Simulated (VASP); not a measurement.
# Ag (I4/mmm) in VASP: notebook, part 2 of 2

VASP 6.6.1.

### Step 3. Single point, r2SCAN (biaxial strain in the a-b plane: +4.5 %)

POSCAR reads:

```
Ag
1.0
    2.1445261987      2.1445261987      0.0000000000
   -2.1445261987      2.1445261987      0.0000000000
    0.0000000000      0.0000000000      3.9935387394
Ag
2
Direct
    0.0000000000      0.0000000000      0.0000000000
    0.5000000000      0.5000000000      0.5000000000
```

INCAR.step1 reads:

```
PREC = Accurate
ENCUT = 520
ISMEAR = 0
SIGMA = 0.1
LREAL = False
LASPH = True
NELM = 100
NBANDS = 18
GGA = PE
ALGO = Normal
EDIFF = 1E-4
LWAVE = True
LCHARG = False
```

INCAR.step2 reads:

```
PREC = Accurate
ENCUT = 520
EDIFF = 1E-6
ISMEAR = 0
SIGMA = 0.1
LREAL = False
LASPH = True
NELM = 100
ALGO = Normal
ISIF = 2
LWAVE = False
LCHARG = False
METAGGA = R2SCAN
LMIXTAU = True
NBANDS = 18
ISTART = 1
```

KPOINTS reads:

```
regular mesh
0
Gamma
  18 18 12
```

Potentials or basis: VASP PAW PBE potentials, release 64 (Ag).

The run is started by

```console
> cat potpaw_PBE.64/Ag/POTCAR > POTCAR
> cp INCAR.step1 INCAR
> mpirun -np 1 vasp_std > vasp.out
> cp INCAR.step2 INCAR
> mpirun -np 1 vasp_std > vasp.out
```

OUTCAR:

```text
PREC = Accurate
   ENCUT = 520
   EDIFF = 1E-6
   ISMEAR = 0
   LREAL = False
   LASPH = True
   NELM = 100
   ISIF = 2
   METAGGA = R2SCAN
   ISTART = 1

 ion  position               nearest neighbor table
   1  0.000  0.000  0.000-   2 2.93   2 2.93   2 2.93   2 2.93   2 2.93   2 2.93   2 2.93   2 2.93

   2  0.500  0.500  0.500-   1 2.93   1 2.93   1 2.93   1 2.93   1 2.93   1 2.93   1 2.93   1 2.93

  LATTYP: Found a simple tetragonal cell.
 ALAT       =     3.0328180351
 C/A-ratio  =     1.3167749246

  Lattice vectors:

 A1 = (   2.1445261987,   2.1445261987,   0.0000000000)
 A2 = (  -2.1445261987,   2.1445261987,   0.0000000000)
 A3 = (   0.0000000000,   0.0000000000,   3.9935387394)

Analysis of symmetry for initial positions (statically):
=====================================================================
 Subroutine PRICEL returns following result:

  LATTYP: Found a body centered tetragonal cell.
 ALAT       =     3.0328180351
 C/A-ratio  =     1.3167749246

  Lattice vectors:

 A1 = (   0.0000000000,  -2.1445261987,  -1.9967693697)
 A2 = (   0.0000000000,   2.1445261987,  -1.9967693697)
 A3 = (   2.1445261987,   0.0000000000,   1.9967693697)

   2 primitive cells build up your supercell.

 Routine SETGRP: Setting up the symmetry group for a
 simple tetragonal supercell.

 Subroutine GETGRP returns: Found 16 space group operations
 (whereof 16 operations were pure point group operations)
 out of a pool of 16 trial point group operations.

The static configuration has the point symmetry D_4h.

Analysis of symmetry for dynamics (positions and initial velocities):
=====================================================================
 Subroutine PRICEL returns following result:

  LATTYP: Found a body centered tetragonal cell.
 ALAT       =     3.0328180351
 C/A-ratio  =     1.3167749246

  Lattice vectors:

 A1 = (   0.0000000000,  -2.1445261987,  -1.9967693697)
 A2 = (   0.0000000000,   2.1445261987,  -1.9967693697)
 A3 = (   2.1445261987,   0.0000000000,   1.9967693697)

   2 primitive cells build up your supercell.

 Routine SETGRP: Setting up the symmetry group for a
 simple tetragonal supercell.

 Subroutine GETGRP returns: Found 16 space group operations
 (whereof 16 operations were pure point group operations)
 out of a pool of 16 trial point group operations.

The dynamic configuration has the point symmetry D_4h.

 Subroutine INISYM returns: Found 16 space group operations
 (whereof 16 operations are pure point group operations),
 and found     2 'primitive' translations

----------------------------------------------------------------------------------------

                                     Primitive cell

  volume of cell :      18.3663

  direct lattice vectors                    reciprocal lattice vectors
     0.000000000 -2.144526199 -1.996769370     0.233151733 -0.233151733 -0.250404482
     0.000000000  2.144526199 -1.996769370     0.233151733  0.233151733 -0.250404482
     2.144526199  0.000000000  1.996769370     0.466303466  0.000000000  0.000000000

  length of vectors
     2.930201449  2.930201449  2.930201449     0.414031238  0.414031238  0.466303466

  position of ions in fractional coordinates (direct lattice)
[... 26 lines left out ...]

 Subroutine IBZKPT returns following result:
 ===========================================

 Found    385 irreducible k-points:

 Following reciprocal coordinates:
            Coordinates               Weight
  0.000000  0.000000  0.000000      1.000000
  0.055556  0.000000  0.000000      4.000000
  0.111111  0.000000  0.000000      4.000000
  0.166667  0.000000  0.000000      4.000000
  0.222222  0.000000  0.000000      4.000000
  0.277778  0.000000  0.000000      4.000000
[... 16 lines left out ...]
  0.277778  0.111111  0.000000      8.000000
  0.333333  0.111111  0.000000      8.000000
 [... further k-points ...]
   k-points           NKPTS =    385   k-points in BZ     NKDIM =    385   number of bands    NBANDS=     18
   number of dos      NEDOS =    301   number of ions     NIONS =      2
   total plane-waves  NPLWV =  17280
   dimension x,y,z NGX =    24 NGY =   24 NGZ =   30
   dimension x,y,z NGXF=    48 NGYF=   48 NGZF=   60
   ions per type =               2
   NGX,Y,Z   is equivalent  to a cutoff of  13.16, 13.16, 12.49 a.u.
   NGXF,Y,Z  is equivalent  to a cutoff of  26.31, 26.31, 24.98 a.u.
 SYSTEM =  unknown system
   PREC   = accura    normal or accurate (medium, high low for compatibility)
   ISTART =      1    job   : 0-new  1-cont  2-samecut
   ICHARG =      0    charge: 1-file 2-atom 10-const
   ISPIN  =      1    spin polarized calculation?
   LNONCOLLINEAR =      F non collinear calculations
   LSORBIT =      F    spin-orbit coupling
   LASPH  =      T    aspherical Exc in radial PAW
   ENCUT  =  520.0 eV  38.22 Ry    6.18 a.u.   5.64  5.64  7.43*2*pi/ulx,y,z
   NELM   =    100;   NELMIN=  2; NELMDL=  0     # of ELM steps
   EDIFF  = 0.1E-05   stopping-criterion for ELM
   LREAL  =      F    real-space projection
   EDIFFG = 0.1E-04   stopping-criterion for IOM
   NSW    =      0    number of steps for IOM
   IBRION =     -1    ionic relax: 0-MD 1-quasi-New 2-CG
   NFREE  =      0    steps in history (QN), initial steepest desc. (CG)
   ISIF   =      2    stress and relaxation
   ISYM   =      2    0-nonsym 1-usesym 2-fastsym
   POTIM  = 0.5000    time-step for ionic-motion
   TEBEG  =    0.0;   TEEND  =   0.0 temperature during run
   PSTRESS=    0.0 pullay stress
   NELECT =      22.0000    total number of electrons
   NUPDOWN=      -1.0000    fix difference up-down
   EMIN   =  10.00;   EMAX   =-10.00  energy-range for DOS
   EFERMI =   0.00;   METHOD = LEGACY
   ISMEAR =     0;   SIGMA  =   0.10  broadening in eV -4-tet -1-fermi 0-gaus
   EFERMI_NEDOS =   21; number of points for ismear=-14 and -15
   IALGO  =     38    algorithm
   IMIX   =      4    mixing-type and parameters
     AMIX     =   0.40;   BMIX     =  1.00
     AMIX_MAG =   1.60;   BMIX_MAG =  1.00
  volume/ion in A,a.u.               =      18.37       123.94
  Fermi-wavevector in a.u.,A,eV,Ry     =   1.379957  2.607740 25.909316  1.904281
  Thomas-Fermi vector in A             =   2.504878
   LORBIT       =      0    0 simple, 1 ext, 2 COOP (PROOUT), +10 PAW based schemes
   METAGGA = R2SCAN    functional components
   LHFCALC =     F    Hartree Fock is set to
   AEXX    =    0.0000 exact exchange contribution
   IVDW    =     0    specifies the selected vdW correction
   LEPSILON=     F    determine dielectric tensor
   LRPA    =     F    only Hartree local field effects (RPA)
 non-spin polarized calculation
 Gauss-broadening in eV      SIGMA  =   0.10
  energy-cutoff  :      520.00
  volume of cell :       36.73
 maximum number of plane-waves:      1010
 NGX is ok and might be reduce to    24
   NGX = 11   NGY = 11   NGZ = 15

 number of electron      21.9999990 magnetization

 Free energy of the ion-electron system (eV)
  ---------------------------------------------------
  ext. energy  EPLUGINS =         0.00000000
  ---------------------------------------------------
  free energy    TOTEN  =       -42.67238482 eV

  energy without entropy =      -42.66916399  energy(sigma->0) =      -42.67077440

 E-fermi :   7.5044     XC(G=0): -12.4585

 val. band max:        7.5024155543   @ k =   0.5000   0.0556   0.5000
 cond. band min:       7.5149988676   @ k =   0.4444   0.2222   0.3333
 fundamental gap:      0.0125833132
 Fermi energy:         7.5044151151

 k-point     1 :       0.0000    0.0000    0.0000
  band No.  band energies     occupation
      1       0.0400      2.00000
      2       1.1326      2.00000
      3       1.2285      2.00000
      4       2.4511      2.00000
      5       2.4511      2.00000
      6       2.8289      2.00000
[... 481 lines left out ...]
      5       2.6832      2.00000
      6       2.7766      2.00000
[... 10 lines left out ...]
     17      20.8778      0.00000
     18      23.9624      0.00000

 [... further k-points ...]

------------------------ aborting loop because EDIFF is reached ----------------------------------------

  FORCE on cell =-STRESS in cart. coord.  units (eV):
  Direction    XX          YY          ZZ          XY          YZ          ZX
  --------------------------------------------------------------------------------------
  -------------------------------------------------------------------------------------
  Total       -1.2916392     -1.2916392     -0.9287795      0.0000000      0.0000000      0.0000000
  in kB      -56.3379686    -56.3379686    -40.5109661      0.0000000      0.0000000      0.0000000
  external PRESSURE =     -51.0623011 kB  Pullay stress =       0.0000000 kB

 VOLUME and BASIS-vectors are now :
 -----------------------------------------------------------------------------
  energy-cutoff  :      520.00
  volume of cell :       36.73
      direct lattice vectors                 reciprocal lattice vectors
     2.144526199  2.144526199  0.000000000     0.233151733  0.233151733  0.000000000
    -2.144526199  2.144526199  0.000000000    -0.233151733  0.233151733  0.000000000
     0.000000000  0.000000000  3.993538739     0.000000000  0.000000000  0.250404482

 POSITION                                       TOTAL-FORCE (eV/Angst)
 -----------------------------------------------------------------------------------
      0.00000      0.00000      0.00000         0.000000      0.000000      0.000000
      0.00000      2.14453      1.99677        -0.000000     -0.000000     -0.000000
 -----------------------------------------------------------------------------------
    total drift:                               -0.000000      0.000000     -0.000000

  FREE ENERGIE OF THE ION-ELECTRON SYSTEM (eV)
  ---------------------------------------------------
  free  energy   TOTEN  =       -42.6723848174 eV

  energy  without entropy=      -42.6691639891  energy(sigma->0) =      -42.67077440
```

OSZICAR.step1:

```text
N       E                     dE             d eps       ncg     rms          rms(c)
DAV:   1     0.126135473476E+03    0.12614E+03   -0.11347E+04 13972   0.118E+03
DAV:   2    -0.379819747502E+01   -0.12993E+03   -0.12332E+03 14454   0.264E+02
DAV:   3    -0.587571097111E+01   -0.20775E+01   -0.20701E+01 15828   0.378E+01
DAV:   4    -0.588323232751E+01   -0.75214E-02   -0.75206E-02 15156   0.225E+00
DAV:   5    -0.588330628431E+01   -0.73957E-04   -0.73957E-04 15142   0.232E-01    0.609E+00
DAV:   6    -0.543515171817E+01    0.44815E+00   -0.11545E+00 14444   0.114E+01    0.410E+00
DAV:   7    -0.542444283005E+01    0.10709E-01   -0.12447E-02 14684   0.998E-01    0.238E+00
DAV:   8    -0.541997393741E+01    0.44689E-02   -0.11369E-03 14530   0.288E-01    0.992E-02
DAV:   9    -0.541999171510E+01   -0.17778E-04   -0.17011E-05  8386   0.310E-02
   1 F= -.54199917E+01 E0= -.54183171E+01  d E =-.334920E-02
```

It took 9.7 min on 1 thread of Intel Xeon 8259CL, shared host; peak memory 0.32 GiB.

Results:

* Free energy: -42.6724 eV
* Pressure: -5.1 GPa
* Band gap on the k mesh: zero (bands 11 and 12 overlap by 9.42 eV)

Caveat: the cell differs from its parent crystal (biaxial strain in the a-b plane: +4.5 %); the cell stands under tension; the PAW data sets were made with another functional, which shifts forces and pressure a little.

### Step 4. Single point, r2SCAN (biaxial strain in the a-b plane: -4.5 %, then relaxed in part)

POSCAR reads:

```
Ag
1.0
    1.9598301625      1.9598301625      0.0000000000
   -1.9598301625      1.9598301625      0.0000000000
    0.0000000000      0.0000000000      4.3695672701
Ag
2
Direct
    0.0000000000      0.0000000000      0.0000000000
    0.5000000000      0.5000000000      0.5000000000
```

INCAR.step1 reads:

```
SYSTEM = Ag
ALGO     = Normal         ! electronic algorithm
EDIFF    = 1E-4           ! SCF threshold, eV
ENCUT    = 520            ! plane-wave cutoff, eV
GGA      = PE             ! functional
ISMEAR   = 0              ! smearing method
LASPH    = .TRUE.         ! aspherical terms in the spheres
LCHARG   = .FALSE.        ! write CHGCAR
LREAL    = .FALSE.        ! projectors in reciprocal space
LWAVE    = .TRUE.         ! write WAVECAR
NBANDS   = 18             ! bands
NELM     = 100            ! most SCF steps
PREC     = Accurate       ! precision mode
SIGMA    = 0.1            ! smearing width, eV
```

INCAR.step2 reads:

```
SYSTEM = Ag
ALGO     = Normal         ! electronic algorithm
EDIFF    = 1E-6           ! SCF threshold, eV
ENCUT    = 520            ! plane-wave cutoff, eV
ISIF     = 2              ! what is computed and relaxed
ISMEAR   = 0              ! smearing method
ISTART   = 1            
LASPH    = .TRUE.         ! aspherical terms in the spheres
LCHARG   = .FALSE.        ! write CHGCAR
LMIXTAU  = .TRUE.       
LREAL    = .FALSE.        ! projectors in reciprocal space
LWAVE    = .FALSE.        ! write WAVECAR
METAGGA  = R2SCAN         ! meta-GGA
NBANDS   = 18             ! bands
NELM     = 100            ! most SCF steps
PREC     = Accurate       ! precision mode
SIGMA    = 0.1            ! smearing width, eV
```

KPOINTS reads:

```
k-points
0
G
  18 18 12
  0 0 0
```

Potentials or basis: VASP PAW PBE potentials, release 64 (Ag).

The run is started by

```console
> cat potpaw_PBE.64/Ag/POTCAR > POTCAR
> cp INCAR.step1 INCAR
> mpirun -np 1 vasp_std > vasp.out
> cp INCAR.step2 INCAR
> mpirun -np 1 vasp_std > vasp.out
```

OUTCAR:

```text
SYSTEM = Ag
   EDIFF = 1E-6
   ENCUT = 520
   ISIF = 2
   ISMEAR = 0
   ISTART = 1
   LASPH = .TRUE.
   LREAL = .FALSE.
   METAGGA = R2SCAN
   NELM = 100
   PREC = Accurate

 ion  position               nearest neighbor table
   1  0.000  0.000  0.000-   2 2.93   2 2.93   2 2.93   2 2.93   2 2.93   2 2.93   2 2.93   2 2.93

   2  0.500  0.500  0.500-   1 2.93   1 2.93   1 2.93   1 2.93   1 2.93   1 2.93   1 2.93   1 2.93

  LATTYP: Found a simple tetragonal cell.
 ALAT       =     2.7716183958
 C/A-ratio  =     1.5765400016
[... 716 lines left out ...]

  FORCE on cell =-STRESS in cart. coord.  units (eV):
  Direction    XX          YY          ZZ          XY          YZ          ZX
  --------------------------------------------------------------------------------------
  -------------------------------------------------------------------------------------
  Total        1.2731678      1.2731678      0.0253618      0.0000000      0.0000000      0.0000000
  in kB       60.7702392     60.7702392      1.2105593      0.0000000      0.0000000      0.0000000
  external PRESSURE =      40.9170126 kB  Pullay stress =       0.0000000 kB

 VOLUME and BASIS-vectors are now :
 -----------------------------------------------------------------------------
  energy-cutoff  :      520.00
  volume of cell :       33.57
      direct lattice vectors                 reciprocal lattice vectors
     1.959830163  1.959830163  0.000000000     0.255124148  0.255124148  0.000000000
    -1.959830163  1.959830163  0.000000000    -0.255124148  0.255124148  0.000000000
     0.000000000  0.000000000  4.369567270     0.000000000  0.000000000  0.228855614

 POSITION                                       TOTAL-FORCE (eV/Angst)
 -----------------------------------------------------------------------------------
      0.00000      0.00000      0.00000        -0.000000     -0.000000     -0.000000
      0.00000      1.95983      2.18478         0.000000      0.000000      0.000000
 -----------------------------------------------------------------------------------
    total drift:                               -0.000000      0.000000     -0.000000

  FREE ENERGIE OF THE ION-ELECTRON SYSTEM (eV)
  ---------------------------------------------------
  free  energy   TOTEN  =       -42.6625208652 eV

  energy  without entropy=      -42.6595797848  energy(sigma->0) =      -42.66105032
```

It took 7.7 min on 1 thread of Intel Xeon 8259CL, shared host; peak memory 0.31 GiB.

What came out:

```yaml
Free_energy: -42.6625 eV
Pressure: 4.1 GPa
Band_gap_on_the_k_mesh: zero (bands 11 and 12 overlap by 9.83 eV)
```

Levels at points of the mesh, in eV from the Fermi level:
```csv
k point,band 9,band 10,band 11,band 12,band 13,band 14
"(0.00, 0.00, 0.00)",-3.29,-3.13,-3.13,0.52,5.30,12.62
"(0.50, 0.00, 0.00)",-3.96,-3.96,-0.15,-0.15,8.62,8.62
"(0.50, 0.50, 0.00)",-2.77,-2.77,2.39,2.39,8.05,8.05
"(0.00, 0.00, 0.50)",-4.13,-4.13,-3.54,-3.54,14.09,14.09
"(0.50, 0.00, 0.50)",-3.17,-3.17,-0.36,-0.36,3.85,3.85
"(0.50, 0.50, 0.50)",-2.77,-2.77,6.29,6.29,6.29,6.29
```

Caveat: the cell differs from its parent crystal (biaxial strain in the a-b plane: -4.5 %, then relaxed in part); the cell stands under pressure; the PAW data sets were made with another functional, which shifts forces and pressure a little.

### Step 5. The runs side by side

```csv
cell,gap on the mesh (eV),pressure (GPa)
"a = 2.989, b = 2.989, c = 4.030 Å, 2 atoms",none,-3.6
"a = 3.033, b = 3.033, c = 3.994 Å, 2 atoms",none,-5.1
"a = 2.772, b = 2.772, c = 4.370 Å, 2 atoms",none,4.1
```

Alike in all rows: task single point; level r2SCAN; potentials or basis VASP PAW PBE potentials, release 64 (Ag); no spin polarisation; k mesh 18 × 18 × 12; cutoff (eV) 520; smearing gaussian 0.1 eV.

Caveats: the PAW data sets were made with another functional, which shifts forces and pressure a little; the cell stands under tension (at least some runs); the cell stands under pressure (at least some runs).

Total energies depend on the potentials used, so only differences within one code and one set of settings carry meaning.
